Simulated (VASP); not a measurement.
# Sn (Fd-3m) in VASP: further runs

Sn is run at these levels: PBE, HSE06; tasks: single point.

Program: VASP 6.6.1. These are calculated values, not measurements. Logs are shortened: lines on timing, memory, paths and dates and some standing lists are left out, and cuts for length are marked.

### 1 The cell of the first run

It takes space group Fd-3m (No. 227, cubic). The conventional cell has a = 6.650 Å, b = 6.650 Å, c = 6.650 Å, α = 90.00°, β = 90.00°, γ = 90.00°. Within 3.8 Å of Sn (site symmetry -43m) lie 4 Sn at 2.88 Å.

This isn't the form of Sn at room conditions, which is tetragonal (white tin).

### 2 Single point, PBE, non-collinear spin, zero start, spin-orbit coupling

File INCAR:

```
PREC     = Accurate       # precision mode
ENCUT    = 520            # plane-wave cutoff, eV
EDIFF    = 1E-6           # SCF threshold, eV
ISMEAR   = -1             # smearing method
SIGMA    = 0.02           # smearing width, eV
LREAL    = F              # projectors in reciprocal space
LASPH    = T              # aspherical terms in the spheres
NELM     = 150            # most SCF steps
ALGO     = Normal         # electronic algorithm
ISIF     = 2              # what is computed and relaxed
LWAVE    = F              # write WAVECAR
LCHARG   = F              # write CHGCAR
LNONCOLLINEAR= T              # non-collinear magnetism
MAGMOM   = 0 0 0 0 0 0    # initial moments
LORBIT   = 11             # projections on sites
LSORBIT  = T              # spin-orbit coupling
GGA_COMPAT= F            
LORBMOM  = T            
GGA      = PE             # functional
NBANDS   = 40             # bands
```

File KPOINTS:

```
regular mesh
0
Gamma
  6 6 6
```

File POSCAR:

```
Sn
1.0
    0.0000000000      3.3250000000      3.3250000000
    3.3250000000      0.0000000000      3.3250000000
    3.3250000000      3.3250000000      0.0000000000
Sn
2
Direct
    0.0000000000      0.0000000000      0.0000000000
    0.2500000000      0.2500000000      0.2500000000
```

Potentials or basis: VASP PAW PBE potentials, release 64 (Sn_d).

Started as:

```console
$ cat potpaw_PBE.64/Sn_d/POTCAR > POTCAR
$ mpirun -np 1 vasp_ncl > vasp.out
```

OUTCAR:

```text
PREC = Accurate
   ENCUT = 520
   EDIFF = 1E-6
   ISMEAR = -1
   LREAL = F
   LASPH = T
   NELM = 150
   ISIF = 2
   LNONCOLLINEAR = T
   LORBIT = 11
   LSORBIT = T
   GGA = PE

 ion  position               nearest neighbor table
   1  0.000  0.000  0.000-   2 2.88   2 2.88   2 2.88   2 2.88
   2  0.250  0.250  0.250-   1 2.88   1 2.88   1 2.88   1 2.88

  LATTYP: Found a face centered cubic cell.
 ALAT       =     6.6500000000

  Lattice vectors:

 A1 = (   0.0000000000,   3.3250000000,   3.3250000000)
 A2 = (   3.3250000000,   0.0000000000,   3.3250000000)
 A3 = (   3.3250000000,   3.3250000000,   0.0000000000)

Analysis of symmetry for initial positions (statically):
=====================================================================
 Subroutine PRICEL returns:
 Original cell was already a primitive cell.

 Routine SETGRP: Setting up the symmetry group for a
 face centered cubic supercell.

 Subroutine GETGRP returns: Found 48 space group operations
 (whereof 24 operations were pure point group operations)
 out of a pool of 48 trial point group operations.

The static configuration has the point symmetry T_d .
 The point group associated with its full space group is O_h .

Analysis of symmetry for dynamics (positions and initial velocities):
=====================================================================
 Subroutine PRICEL returns:
 Original cell was already a primitive cell.

 Routine SETGRP: Setting up the symmetry group for a
 face centered cubic supercell.

 Subroutine GETGRP returns: Found 48 space group operations
 (whereof 24 operations were pure point group operations)
 out of a pool of 48 trial point group operations.

The dynamic configuration has the point symmetry T_d .
 The point group associated with its full space group is O_h .

Analysis of structural, dynamic, and magnetic symmetry:
=====================================================================
 Subroutine PRICEL returns:
 Original cell was already a primitive cell.

 Routine SETGRP: Setting up the symmetry group for a
 face centered cubic supercell.

 Subroutine GETGRP returns: Found 48 space group operations
 (whereof 24 operations were pure point group operations)
 out of a pool of 48 trial point group operations.

The overall configuration has the point symmetry T_d .
 The point group associated with its full space group is O_h .

 Subroutine INISYM returns: Found 48 space group operations
 (whereof 24 operations are pure point group operations),
 and found     1 'primitive' translations

----------------------------------------------------------------------------------------

                                     Primitive cell

  volume of cell :      73.5199

  direct lattice vectors                    reciprocal lattice vectors
     0.000000000  3.325000000  3.325000000    -0.150375940  0.150375940  0.150375940
     3.325000000  0.000000000  3.325000000     0.150375940 -0.150375940  0.150375940
     3.325000000  3.325000000  0.000000000     0.150375940  0.150375940 -0.150375940

  length of vectors
     4.702260095  4.702260095  4.702260095     0.260458768  0.260458768  0.260458768

  position of ions in fractional coordinates (direct lattice)
     0.000000000  0.000000000  0.000000000
     0.250000000  0.250000000  0.250000000

  ion indices of the primitive-cell ions
   primitive index   ion index
                 1           1
                 2           2

----------------------------------------------------------------------------------------

 KPOINTS: regular mesh

Automatic generation of k-mesh.
 Grid dimensions read from file:
 generate k-points for:    6    6    6

 Generating k-lattice:
[... 88 lines left out ...]

 number of electron      28.0000006 magnetization       0.0000000      0.0000000      0.0000000

 number of electron      28.0000006 magnetization      -0.0000000     -0.0000000     -0.0000000

 number of electron      28.0000006 magnetization      -0.0000000      0.0000000     -0.0000000

 number of electron      28.0000006 magnetization      -0.0000000      0.0000000      0.0000000

 Free energy of the ion-electron system (eV)
  ---------------------------------------------------
  ext. energy  EPLUGINS =         0.00000000
  ---------------------------------------------------
  free energy    TOTEN  =        -7.77401226 eV

  energy without entropy =       -7.77281704  energy(sigma->0) =       -7.77341465

 E-fermi :   4.8014     XC(G=0):  -8.5526

 val. band max:        4.7874908759   @ k =   0.1667   0.0000   0.0000
 cond. band min:       4.9190334771   @ k =   0.3333   0.0000   0.0000
 fundamental gap:      0.1315426013
 Fermi energy:         4.8014138986

 k-point     1 :       0.0000    0.0000    0.0000
  band No.  band energies     occupation
      1     -17.1572      1.00000
      2     -17.1572      1.00000
      3     -17.1572      1.00000
      4     -17.1572      1.00000
      5     -17.0761      1.00000
      6     -17.0761      1.00000
[... 677 lines left out ...]
     39      13.6757      0.00000
     40      13.6757      0.00000

------------------------ aborting loop because EDIFF is reached ----------------------------------------

  FORCE on cell =-STRESS in cart. coord.  units (eV):
  Direction    XX          YY          ZZ          XY          YZ          ZX
  --------------------------------------------------------------------------------------
  -------------------------------------------------------------------------------------
  Total        0.0699163      0.0699163      0.0699163      0.0000000      0.0000000     -0.0000000
  in kB        1.5236457      1.5236457      1.5236457      0.0000000      0.0000000     -0.0000000
  external PRESSURE =       1.5236457 kB  Pullay stress =       0.0000000 kB

 VOLUME and BASIS-vectors are now :
 -----------------------------------------------------------------------------
  energy-cutoff  :      520.00
  volume of cell :       73.52
      direct lattice vectors                 reciprocal lattice vectors
     0.000000000  3.325000000  3.325000000    -0.150375940  0.150375940  0.150375940
     3.325000000  0.000000000  3.325000000     0.150375940 -0.150375940  0.150375940
     3.325000000  3.325000000  0.000000000     0.150375940  0.150375940 -0.150375940

 POSITION                                       TOTAL-FORCE (eV/Angst)
 -----------------------------------------------------------------------------------
      0.00000      0.00000      0.00000         0.000000     -0.000000     -0.000000
      1.66250      1.66250      1.66250        -0.000000      0.000000      0.000000
 -----------------------------------------------------------------------------------
    total drift:                                0.000000      0.000000      0.000000

  FREE ENERGIE OF THE ION-ELECTRON SYSTEM (eV)
  ---------------------------------------------------
  free  energy   TOTEN  =        -7.7740122581 eV

  energy  without entropy=       -7.7728170448  energy(sigma->0) =       -7.77341465

 orbital moment (x)

 # of ion     p       d       tot
 ----------------------------------------
  1        -0.000  -0.000  -0.000
  2        -0.000   0.000  -0.000
 ----------------------------------------
           -0.000  -0.000  -0.000

 orbital moment (y)

 # of ion     p       d       tot
 ----------------------------------------
  1        -0.000   0.000  -0.000
  2        -0.000   0.000  -0.000
 ----------------------------------------
           -0.000   0.000  -0.000

 orbital moment (z)

 # of ion     p       d       tot
 ----------------------------------------
  1         0.000   0.000   0.000
  2         0.000   0.000   0.000
 ----------------------------------------
            0.000   0.000   0.000

 Spin-Orbit-Coupling matrix elements

 Ion:    1  E_soc:     -0.1164896
 l=   1
     0.0000000    -0.0132175    -0.0132175
    -0.0132175     0.0000000    -0.0132175
    -0.0132175    -0.0132175     0.0000000
 l=   2
     0.0000000    -0.0012281     0.0000000    -0.0012281    -0.0049694
    -0.0012281     0.0000000    -0.0037270    -0.0012281    -0.0012423
     0.0000000    -0.0037270     0.0000000    -0.0037270     0.0000000
    -0.0012281    -0.0012281    -0.0037270     0.0000000    -0.0012423
    -0.0049694    -0.0012423     0.0000000    -0.0012423     0.0000000
 l=   3
     0.0000000     0.0000000     0.0000000     0.0000000     0.0000000     0.0000000     0.0000000
     0.0000000     0.0000000     0.0000000     0.0000000     0.0000000     0.0000000     0.0000000
     0.0000000     0.0000000     0.0000000     0.0000000     0.0000000     0.0000000     0.0000000
     0.0000000     0.0000000     0.0000000     0.0000000     0.0000000     0.0000000     0.0000000
     0.0000000     0.0000000     0.0000000     0.0000000     0.0000000     0.0000000     0.0000000
     0.0000000     0.0000000     0.0000000     0.0000000     0.0000000     0.0000000     0.0000000
     0.0000000     0.0000000     0.0000000     0.0000000     0.0000000     0.0000000     0.0000000

 Ion:    2  E_soc:     -0.1164896
 l=   1
     0.0000000    -0.0132175    -0.0132175
    -0.0132175     0.0000000    -0.0132175
    -0.0132175    -0.0132175     0.0000000
 l=   2
     0.0000000    -0.0012281     0.0000000    -0.0012281    -0.0049694
    -0.0012281     0.0000000    -0.0037270    -0.0012281    -0.0012423
     0.0000000    -0.0037270     0.0000000    -0.0037270     0.0000000
    -0.0012281    -0.0012281    -0.0037270     0.0000000    -0.0012423
    -0.0049694    -0.0012423     0.0000000    -0.0012423     0.0000000
 l=   3
     0.0000000     0.0000000     0.0000000     0.0000000     0.0000000     0.0000000     0.0000000
     0.0000000     0.0000000     0.0000000     0.0000000     0.0000000     0.0000000     0.0000000
     0.0000000     0.0000000     0.0000000     0.0000000     0.0000000     0.0000000     0.0000000
     0.0000000     0.0000000     0.0000000     0.0000000     0.0000000     0.0000000     0.0000000
     0.0000000     0.0000000     0.0000000     0.0000000     0.0000000     0.0000000     0.0000000
     0.0000000     0.0000000     0.0000000     0.0000000     0.0000000     0.0000000     0.0000000
     0.0000000     0.0000000     0.0000000     0.0000000     0.0000000     0.0000000     0.0000000

 total charge

# of ion       s       p       d       tot
------------------------------------------
    1        1.175   1.146   9.961  12.282
    2        1.175   1.146   9.961  12.282
--------------------------------------------------
tot          2.350   2.292  19.921  24.564

 magnetization (x)

# of ion       s       p       d       tot
------------------------------------------
    1       -0.000   0.000  -0.000   0.000
    2       -0.000   0.000   0.000   0.000
--------------------------------------------------
tot         -0.000   0.000  -0.000   0.000

 magnetization (y)

# of ion       s       p       d       tot
------------------------------------------
    1       -0.000  -0.000  -0.000  -0.000
    2       -0.000  -0.000   0.000  -0.000
--------------------------------------------------
tot         -0.000  -0.000  -0.000  -0.000

 magnetization (z)

# of ion       s       p       d       tot
------------------------------------------
    1        0.000   0.000  -0.000   0.000
    2        0.000   0.000  -0.000   0.000
--------------------------------------------------
tot          0.000   0.000  -0.000   0.000
```

It took 58 s on 1 thread of AMD EPYC 9R45 (Zen 5), shared host; peak memory 0.36 GiB.

What came out:

```yaml
Free_energy: -7.7740 eV
Pressure: 0.2 GPa
Net_moment: 0.00 μB per cell
Valence_electrons_inside_the_program's_atomic_spheres: Sn 12.28
```

Moments on the atoms (μB; x, y, z):
```
Sn  0.00 0.00 0.00
Sn  0.00 0.00 0.00
```

### 3 Single point, HSE06

This run uses another cell than the first one, of 33.82 Å³/atom.

File POSCAR:

```
Sn
1.0
    0.0000000000      3.2338578472      3.2338578472
    3.2338578472      0.0000000000      3.2338578472
    3.2338578472      3.2338578472      0.0000000000
Sn
2
Direct
    0.0000000000      0.0000000000      0.0000000000
    0.2500000000      0.2500000000      0.2500000000
```

File INCAR.step1:

```
PREC = Accurate
ENCUT = 520
EDIFF = 1E-5
ISMEAR = -1
SIGMA = 0.1
LREAL = False
LASPH = True
NELM = 100
ALGO = Normal
ISIF = 2
LWAVE = True
LCHARG = False
NBANDS = 21
GGA = PE
```

File INCAR.step2:

```
PREC = Accurate
ENCUT = 520
EDIFF = 1E-6
ISMEAR = -1
SIGMA = 0.1
LREAL = False
LASPH = True
NELM = 100
ALGO = Normal
ISIF = 2
LWAVE = False
LCHARG = False
GGA = PE
LHFCALC = True
HFSCREEN = 0.2079
PRECFOCK = Normal
NBANDS = 21
ISTART = 1
```

File KPOINTS:

```
regular mesh
0
Gamma
  4 4 4
```

Potentials or basis: VASP PAW PBE potentials, release 64 (Sn_d).

Started as:

```console
$ cat potpaw_PBE.64/Sn_d/POTCAR > POTCAR
$ cp INCAR.step1 INCAR
$ mpirun -np 1 vasp_std > vasp.out
$ cp INCAR.step2 INCAR
$ mpirun -np 1 vasp_std > vasp.out
```

It took 17 min on 1 thread of AMD EPYC 9R45 (Zen 5), shared host; peak memory 0.29 GiB.

The run converged. Its results:

* Free energy: -8.8499 eV
* Pressure: 2.3 GPa
* Band gap on the k mesh: zero (filled and empty bands touch)

Levels at points of the mesh, in eV from the Fermi level:
```csv
k point,band 12,band 13,band 14,band 15,band 16,band 17
"(0.00, 0.00, 0.00)",-0.11,-0.09,-0.09,-0.09,2.52,2.52
"(0.50, 0.00, 0.00)",-7.08,-1.42,-1.42,0.35,3.64,3.64
"(0.50, 0.50, 0.00)",-8.42,-2.91,-2.91,1.08,1.08,8.66
```

Caveat: the k points lie up to 0.42 Å⁻¹ apart; the PAW data sets were made with another functional, which shifts forces and pressure a little; spin-orbit coupling is left out, which moves the levels of the heavy elements.
